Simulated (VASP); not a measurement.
# ZnS (P6_3mc) in VASP: notebook

Runs on ZnS. Level: r2SCAN. Tasks: single point, relaxation of shape and atoms at fixed volume.

Program: VASP 6.6.1. These are calculated values, not measurements. Logs are shortened: lines on timing, memory, paths and dates and some standing lists are left out, and cuts for length are marked.

### 1 The cell of the first run

It takes space group P6_3mc (No. 186, hexagonal). The conventional cell has a = 3.848 Å, b = 3.848 Å, c = 25.156 Å, α = 90.00°, β = 90.00°, γ = 120.00°. Within 3.1 Å of Zn (site symmetry 3m) lie 4 S at 2.36 Å. Zn (site symmetry 3m) has 4 S at 2.36 Å within 3.1 Å. Zn (site symmetry 3m) has 4 S at 2.36 Å within 3.1 Å. Zn (site symmetry 3m) has 4 S at 2.36 Å within 3.1 Å. S (site symmetry 3m) has 4 Zn at 2.36 Å within 3.1 Å. Within 3.1 Å of S (site symmetry 3m) lie 4 Zn at 2.36 Å. S (site symmetry 3m) has 4 Zn at 2.36 Å within 3.1 Å. S (site symmetry 3m) has 4 Zn at 2.36 Å within 3.1 Å.

### 2 Single point, r2SCAN (20.16 Å³/atom)

POSCAR

```
ZnS
1.0
    3.8476403877      0.0000000000      0.0000000000
   -1.9238201939      3.3321543204      0.0000000000
    0.0000000000      0.0000000000     25.1556994404
Zn S
8 8
Direct
    0.0000000000      0.0000000000      0.0000322154
    0.0000000000      0.0000000000      0.5000322154
    0.3333333333      0.6666666667      0.1249373600
    0.6666666667      0.3333333333      0.6249373600
    0.3333333333      0.6666666667      0.3751473872
    0.6666666667      0.3333333333      0.8751473872
    0.3333333333      0.6666666667      0.7500376034
    0.6666666667      0.3333333333      0.2500376034
    0.0000000000      0.0000000000      0.0937272802
    0.0000000000      0.0000000000      0.5937272802
    0.3333333333      0.6666666667      0.2186228992
    0.6666666667      0.3333333333      0.7186228992
    0.3333333333      0.6666666667      0.4688137861
    0.6666666667      0.3333333333      0.9688137861
    0.3333333333      0.6666666667      0.8438814685
    0.6666666667      0.3333333333      0.3438814685
```

INCAR.step1

```
SYSTEM = ZnS
PREC = Accurate
ENCUT = 520
ISMEAR = 0
SIGMA = 0.02
LREAL = Auto
LASPH = .TRUE.
NELM = 100
NBANDS = 86
GGA = PE
ALGO = Normal
EDIFF = 1E-4
LWAVE = .TRUE.
LCHARG = .FALSE.
```

INCAR.step2

```
SYSTEM = ZnS
PREC = Accurate
ENCUT = 520
EDIFF = 1E-6
ISMEAR = 0
SIGMA = 0.02
LREAL = Auto
LASPH = .TRUE.
NELM = 100
ALGO = Normal
ISIF = 2
LWAVE = .FALSE.
LCHARG = .FALSE.
METAGGA = R2SCAN
LMIXTAU = .TRUE.
NBANDS = 86
ISTART = 1
```

KPOINTS

```
regular mesh
0
G
  6 6 1
  0 0 0
```

Potentials or basis: VASP PAW PBE potentials, release 64 (Zn, S).

On the command line:

```bash
cat potpaw_PBE.64/Zn/POTCAR potpaw_PBE.64/S/POTCAR > POTCAR
cp INCAR.step1 INCAR
mpirun -np 1 vasp_std > vasp.out
cp INCAR.step2 INCAR
mpirun -np 1 vasp_std > vasp.out
```

OUTCAR:

```text
SYSTEM = ZnS
   PREC = Accurate
   ENCUT = 520
   EDIFF = 1E-6
   ISMEAR = 0
   LREAL = Auto
   LASPH = .TRUE.
   NELM = 100
   ISIF = 2
   METAGGA = R2SCAN
   ISTART = 1

 ion  position               nearest neighbor table
   1  0.000  0.000  0.000-  14 2.36  14 2.36  14 2.36   9 2.36
   2  0.000  0.000  0.500-  13 2.36  13 2.36  13 2.36  10 2.36
   3  0.333  0.667  0.125-   9 2.36   9 2.36   9 2.36  11 2.36
   4  0.667  0.333  0.625-  10 2.36  10 2.36  10 2.36  12 2.36
   5  0.333  0.667  0.375-  13 2.36  16 2.36  16 2.36  16 2.36
   6  0.667  0.333  0.875-  14 2.36  15 2.36  15 2.36  15 2.36
[... 8 lines left out ...]
  15  0.333  0.667  0.844-   6 2.36   6 2.36   6 2.36   7 2.36
  16  0.667  0.333  0.344-   5 2.36   5 2.36   5 2.36   8 2.36

  LATTYP: Found a hexagonal cell.
 ALAT       =     3.8476403877
 C/A-ratio  =     6.5379549297

  Lattice vectors:

 A1 = (   3.8476403877,   0.0000000000,   0.0000000000)
 A2 = (  -1.9238201939,   3.3321543204,   0.0000000000)
 A3 = (   0.0000000000,   0.0000000000,  25.1556994404)

Analysis of symmetry for initial positions (statically):
=====================================================================
 Subroutine PRICEL returns:
 Original cell was already a primitive cell.

 Routine SETGRP: Setting up the symmetry group for a
 hexagonal supercell.

 Subroutine GETGRP returns: Found 12 space group operations
 (whereof  6 operations were pure point group operations)
 out of a pool of 24 trial point group operations.

The static configuration has the point symmetry C_3v.
 The point group associated with its full space group is C_6v.

Analysis of symmetry for dynamics (positions and initial velocities):
=====================================================================
 Subroutine PRICEL returns:
 Original cell was already a primitive cell.

 Routine SETGRP: Setting up the symmetry group for a
 hexagonal supercell.

 Subroutine GETGRP returns: Found 12 space group operations
 (whereof  6 operations were pure point group operations)
 out of a pool of 24 trial point group operations.

The dynamic configuration has the point symmetry C_3v.
 The point group associated with its full space group is C_6v.

 Subroutine INISYM returns: Found 12 space group operations
 (whereof  6 operations are pure point group operations),
 and found     1 'primitive' translations

----------------------------------------------------------------------------------------

                                     Primitive cell

  volume of cell :     322.5195

  direct lattice vectors                    reciprocal lattice vectors
     3.847640388  0.000000000  0.000000000     0.259899549  0.150053074  0.000000000
    -1.923820194  3.332154320  0.000000000     0.000000000  0.300106149  0.000000000
     0.000000000  0.000000000 25.155699440     0.000000000  0.000000000  0.039752423

  length of vectors
     3.847640388  3.847640388 25.155699440     0.300106149  0.300106149  0.039752423

  position of ions in fractional coordinates (direct lattice)
     0.000000000  0.000000000  0.000032215
     0.000000000  0.000000000  0.500032215
     0.333333333  0.666666667  0.124937360
     0.666666667  0.333333333  0.624937360
     0.333333333  0.666666667  0.375147387
     0.666666667  0.333333333  0.875147387
[... 8 lines left out ...]
     0.333333333  0.666666667  0.843881469
     0.666666667  0.333333333  0.343881469

  ion indices of the primitive-cell ions
   primitive index   ion index
                 1           1
                 2           2
                 3           3
                 4           4
                 5           5
                 6           6
[... 8 lines left out ...]
                15          15
                16          16

----------------------------------------------------------------------------------------

 KPOINTS: regular mesh

Automatic generation of k-mesh.
 Grid dimensions read from file:
 generate k-points for:    6    6    1

 Generating k-lattice:

  Cartesian coordinates                     Fractional coordinates (reciprocal lattice)
     0.043316591  0.025008846  0.000000000     0.166666667  0.000000000  0.000000000
     0.000000000  0.050017691  0.000000000     0.000000000  0.166666667  0.000000000
     0.000000000  0.000000000  0.039752423     0.000000000  0.000000000  1.000000000

  Length of vectors
     0.050017691  0.050017691  0.039752423

  Shift w.r.t. Gamma in fractional coordinates (k-lattice)
     0.000000000  0.000000000  0.000000000

 Subroutine IBZKPT returns following result:
 ===========================================

 Found      7 irreducible k-points:

 Following reciprocal coordinates:
            Coordinates               Weight
  0.000000  0.000000  0.000000      1.000000
  0.166667  0.000000  0.000000      6.000000
  0.333333  0.000000  0.000000      6.000000
  0.500000  0.000000  0.000000      3.000000
  0.166667  0.166667  0.000000      6.000000
  0.333333  0.166667  0.000000     12.000000
  0.333333  0.333333  0.000000      2.000000
   k-points           NKPTS =      7   k-points in BZ     NKDIM =      7   number of bands    NBANDS=     86
   number of dos      NEDOS =    301   number of ions     NIONS =     16
   total plane-waves  NPLWV = 172800
   dimension x,y,z NGX =    30 NGY =   30 NGZ =  192
   dimension x,y,z NGXF=    60 NGYF=   60 NGZF=  384
   ions per type =               8   8
   NGX,Y,Z   is equivalent  to a cutoff of  12.96, 12.96, 12.69 a.u.
   NGXF,Y,Z  is equivalent  to a cutoff of  25.92, 25.92, 25.38 a.u.
 SYSTEM =  ZnS
   PREC   = accura    normal or accurate (medium, high low for compatibility)
   ISTART =      1    job   : 0-new  1-cont  2-samecut
   ICHARG =      0    charge: 1-file 2-atom 10-const
   ISPIN  =      1    spin polarized calculation?
   LNONCOLLINEAR =      F non collinear calculations
   LSORBIT =      F    spin-orbit coupling
   LASPH  =      T    aspherical Exc in radial PAW
   ENCUT  =  520.0 eV  38.22 Ry    6.18 a.u.   7.15  7.15 46.77*2*pi/ulx,y,z
   NELM   =    100;   NELMIN=  2; NELMDL=  0     # of ELM steps
   EDIFF  = 0.1E-05   stopping-criterion for ELM
   LREAL  =      T    real-space projection
   EDIFFG = 0.1E-04   stopping-criterion for IOM
   NSW    =      0    number of steps for IOM
[... 5 lines left out ...]
   TEBEG  =    0.0;   TEEND  =   0.0 temperature during run
   PSTRESS=    0.0 pullay stress
   NELECT =     144.0000    total number of electrons
   NUPDOWN=      -1.0000    fix difference up-down
   EMIN   =  10.00;   EMAX   =-10.00  energy-range for DOS
   EFERMI =   0.00;   METHOD = LEGACY
   ISMEAR =     0;   SIGMA  =   0.02  broadening in eV -4-tet -1-fermi 0-gaus
   EFERMI_NEDOS =   21; number of points for ismear=-14 and -15
   IALGO  =     38    algorithm
   IMIX   =      4    mixing-type and parameters
     AMIX     =   0.40;   BMIX     =  1.00
     AMIX_MAG =   1.60;   BMIX_MAG =  1.00
  volume/ion in A,a.u.               =      20.16       136.03
  Fermi-wavevector in a.u.,A,eV,Ry     =   1.251249  2.364517 21.301601  1.565624
  Thomas-Fermi vector in A             =   2.385205
   LORBIT       =      0    0 simple, 1 ext, 2 COOP (PROOUT), +10 PAW based schemes
   METAGGA = R2SCAN    functional components
   LHFCALC =     F    Hartree Fock is set to
   AEXX    =    0.0000 exact exchange contribution
   IVDW    =     0    specifies the selected vdW correction
   LEPSILON=     F    determine dielectric tensor
   LRPA    =     F    only Hartree local field effects (RPA)
 non-spin polarized calculation
 Gauss-broadening in eV      SIGMA  =   0.02
  energy-cutoff  :      520.00
  volume of cell :      322.52
 maximum number of plane-waves:      8751
 NGX is ok and might be reduce to    30
   NGX = 15   NGY = 15   NGZ = 93

 number of electron     144.0000079 magnetization

 Free energy of the ion-electron system (eV)
  ---------------------------------------------------
  ext. energy  EPLUGINS =         0.00000000
  ---------------------------------------------------
  free energy    TOTEN  =      -150.85653369 eV

  energy without entropy =     -150.85653369  energy(sigma->0) =     -150.85653369

 E-fermi :   1.7785     XC(G=0): -10.1730

 val. band max:        1.6359333107   @ k =   0.0000   0.0000   0.0000
 cond. band min:       4.2287898006   @ k =   0.0000   0.0000   0.0000
 fundamental gap:      2.5928564900
 Fermi energy:         1.7785241866

 k-point     1 :       0.0000    0.0000    0.0000
  band No.  band energies     occupation
      1     -11.8921      2.00000
      2     -11.7807      2.00000
      3     -11.7729      2.00000
      4     -11.4797      2.00000
      5     -11.4744      2.00000
      6     -11.1438      2.00000
[... 76 lines left out ...]
     83       8.5130      0.00000
     84       8.5131      0.00000

 k-point     2 :       0.1667    0.0000    0.0000
  band No.  band energies     occupation
      1     -11.7133      2.00000
      2     -11.6104      2.00000
      3     -11.6028      2.00000
      4     -11.3344      2.00000
      5     -11.3291      2.00000
      6     -11.0314      2.00000
[... 76 lines left out ...]
     83       7.9094      0.00000
     84       8.0771      0.00000

 k-point     3 :       0.3333    0.0000    0.0000
  band No.  band energies     occupation
      1     -11.2860      2.00000
      2     -11.2114      2.00000
      3     -11.2051      2.00000
      4     -11.0161      2.00000
      5     -11.0110      2.00000
      6     -10.8126      2.00000
[... 76 lines left out ...]
     83       7.4453      0.00000
     84       7.8680      0.00000

 k-point     4 :       0.5000    0.0000    0.0000
  band No.  band energies     occupation
      1     -10.9889      2.00000
      2     -10.9484      2.00000
      3     -10.9453      2.00000
      4     -10.8430      2.00000
      5     -10.8397      2.00000
      6     -10.7328      2.00000
[... 76 lines left out ...]
     83       7.1637      0.00000
     84       7.6431      0.00000

 k-point     5 :       0.1667    0.1667    0.0000
  band No.  band energies     occupation
      1     -11.4070      2.00000
      2     -11.3227      2.00000
      3     -11.3158      2.00000
      4     -11.1003      2.00000
      5     -11.0949      2.00000
      6     -10.8646      2.00000
[... 76 lines left out ...]
     83       7.6225      0.00000
     84       7.7647      0.00000

 k-point     6 :       0.3333    0.1667    0.0000
  band No.  band energies     occupation
      1     -11.0060      2.00000
      2     -10.9608      2.00000
      3     -10.9556      2.00000
      4     -10.8444      2.00000
      5     -10.8401      2.00000
      6     -10.7290      2.00000
[... 76 lines left out ...]
     83       7.5023      0.00000
     84       7.9073      0.00000

 k-point     7 :       0.3333    0.3333    0.0000
  band No.  band energies     occupation
      1     -10.7638      2.00000
      2     -10.7638      2.00000
      3     -10.7623      2.00000
      4     -10.7622      2.00000
      5     -10.7568      2.00000
      6     -10.7568      2.00000
[... 76 lines left out ...]
     83       8.1968      0.00000
     84       8.2185      0.00000
 [bands above 84 left out]

------------------------ aborting loop because EDIFF is reached ----------------------------------------

  FORCE on cell =-STRESS in cart. coord.  units (eV):
  Direction    XX          YY          ZZ          XY          YZ          ZX
  --------------------------------------------------------------------------------------
  -------------------------------------------------------------------------------------
  Total       -4.2747312     -4.2747312     -4.2972440      0.0000000      0.0000000      0.0000000
  in kB      -21.2355450    -21.2355450    -21.3473817      0.0000000      0.0000000      0.0000000
  external PRESSURE =     -21.2728239 kB  Pullay stress =       0.0000000 kB

 VOLUME and BASIS-vectors are now :
 -----------------------------------------------------------------------------
  energy-cutoff  :      520.00
  volume of cell :      322.52
      direct lattice vectors                 reciprocal lattice vectors
     3.847640388  0.000000000  0.000000000     0.259899549  0.150053074  0.000000000
    -1.923820194  3.332154320  0.000000000     0.000000000  0.300106149  0.000000000
     0.000000000  0.000000000 25.155699440     0.000000000  0.000000000  0.039752423

 POSITION                                       TOTAL-FORCE (eV/Angst)
 -----------------------------------------------------------------------------------
      0.00000      0.00000      0.00081         0.000000     -0.000000     -0.008592
      0.00000      0.00000     12.57866        -0.000000      0.000000     -0.008592
     -0.00000      2.22144      3.14289        -0.000000     -0.000000     -0.006158
      1.92382      1.11072     15.72074         0.000000     -0.000000     -0.006158
     -0.00000      2.22144      9.43709        -0.000000      0.000000     -0.013406
      1.92382      1.11072     22.01494         0.000000     -0.000000     -0.013406
[... 8 lines left out ...]
     -0.00000      2.22144     21.22843         0.000000      0.000000      0.011910
      1.92382      1.11072      8.65058         0.000000     -0.000000      0.011910
 -----------------------------------------------------------------------------------
    total drift:                                0.000001      0.000001     -0.166869

  FREE ENERGIE OF THE ION-ELECTRON SYSTEM (eV)
  ---------------------------------------------------
  free  energy   TOTEN  =      -150.8565336884 eV

  energy  without entropy=     -150.8565336884  energy(sigma->0) =     -150.85653369
```

It took 23 min on 1 thread of AMD EPYC 7R13 (Zen 3), shared host; peak memory 0.49 GiB.

Results:

| Property | Result |
| --- | --- |
| Free energy | -150.8565 eV |
| Pressure | -2.1 GPa |
| Largest force | 0.013 eV/Å |
| Band gap on the k mesh | 2.59 eV |

Forces on the atoms (eV/Å):
```
Zn   0.000  0.000 -0.009
Zn   0.000  0.000 -0.009
Zn   0.000  0.000 -0.006
Zn   0.000  0.000 -0.006
Zn   0.000  0.000 -0.013
Zn   0.000  0.000 -0.013
Zn   0.000  0.000 -0.010
Zn   0.000  0.000 -0.010
S    0.000  0.000  0.008
S    0.000  0.000  0.008
S    0.000  0.000  0.010
S    0.000  0.000  0.010
S    0.000  0.000  0.009
S    0.000  0.000  0.009
S    0.000  0.000  0.012
S    0.000  0.000  0.012
```

Levels at points of the mesh, in eV from the valence-band top:
```csv
k point,band 69,band 70,band 71,band 72,band 73,band 74,band 75,band 76
"(0.00, 0.00, 0.00)",-0.14,-0.02,0.00,0.00,2.59,3.36,3.44,3.70
"(0.50, 0.00, 0.00)",-1.09,-1.08,-1.00,-0.86,3.75,3.76,4.09,4.23
```

Caveat: the PAW data sets were made with another functional, which shifts forces and pressure a little.

### 3 Single point, r2SCAN (20.74 Å³/atom)

This run uses another cell than the first one, of 20.74 Å³/atom.

Changes to POSCAR since step 2:

```diff
@@ -2,5 +2,5 @@
 1.0
-    3.8476403877      0.0000000000      0.0000000000
-   -1.9238201939      3.3321543204      0.0000000000
-    0.0000000000      0.0000000000     25.1556994404
+    3.8846391996      0.0000000000      0.0000000000
+   -1.9423195998      3.3641962314      0.0000000000
+    0.0000000000      0.0000000000     25.3975960050
 Zn S
```

INCAR.step1

```
SYSTEM = ZnS
ALGO = Normal
EDIFF = 1E-4
ENCUT = 520
GGA = PE
ISMEAR = 0
LASPH = .True.
LCHARG = .False.
LREAL = Auto
LWAVE = .True.
NBANDS = 86
NELM = 80
PREC = Accurate
SIGMA = 0.02
```

INCAR.step2

```
SYSTEM = ZnS
ALGO = Normal
EDIFF = 1E-7
ENCUT = 520
ISIF = 2
ISMEAR = 0
ISTART = 1
LASPH = .True.
LCHARG = .True.
LELF = .True.
LMIXTAU = .True.
LREAL = Auto
LVHAR = .True.
LWAVE = .False.
METAGGA = R2SCAN
NBANDS = 86
NELM = 80
PREC = Accurate
SIGMA = 0.02
```

KPOINTS

```
k-points
0
Gamma
  6 6 1
  0 0 0
```

Potentials or basis: VASP PAW PBE potentials, release 64 (Zn, S).

On the command line:

```bash
cat potpaw_PBE.64/Zn/POTCAR potpaw_PBE.64/S/POTCAR > POTCAR
cp INCAR.step1 INCAR
mpirun -np 1 vasp_std > vasp.out
cp INCAR.step2 INCAR
mpirun -np 1 vasp_std > vasp.out
```

Run time: 20 min. Hardware: 1 thread of AMD EPYC 7R13 (Zen 3), shared host; peak memory 0.5 GiB.

The run converged. Its results:

| Property | Result |
| --- | --- |
| Free energy | -150.6719 eV |
| Pressure | -4.0 GPa |
| Largest force | 0.015 eV/Å |
| Band gap on the k mesh | 2.46 eV |

Forces on the atoms (eV/Å):
```
Zn   0.000  0.000 -0.011
Zn   0.000  0.000 -0.011
Zn   0.000  0.000 -0.009
Zn   0.000  0.000 -0.009
Zn   0.000  0.000 -0.015
Zn   0.000  0.000 -0.015
Zn   0.000  0.000 -0.013
Zn   0.000  0.000 -0.013
S    0.000  0.000  0.009
S    0.000  0.000  0.009
S    0.000  0.000  0.009
S    0.000  0.000  0.009
S    0.000  0.000  0.014
S    0.000  0.000  0.014
S    0.000  0.000  0.015
S    0.000  0.000  0.015
```

Levels at points of the mesh, in eV from the valence-band top:
| k point | band 69 | band 70 | band 71 | band 72 | band 73 | band 74 | band 75 | band 76 |
| --- | --- | --- | --- | --- | --- | --- | --- | --- |
| (0.00, 0.00, 0.00) | -0.13 | -0.02 | 0.00 | 0.00 | 2.46 | 3.23 | 3.31 | 3.64 |
| (0.50, 0.00, 0.00) | -1.04 | -1.03 | -0.95 | -0.82 | 3.72 | 3.78 | 4.10 | 4.25 |

Caveat: the cell stands under tension; the PAW data sets were made with another functional, which shifts forces and pressure a little.

[end of part 1 of 2]
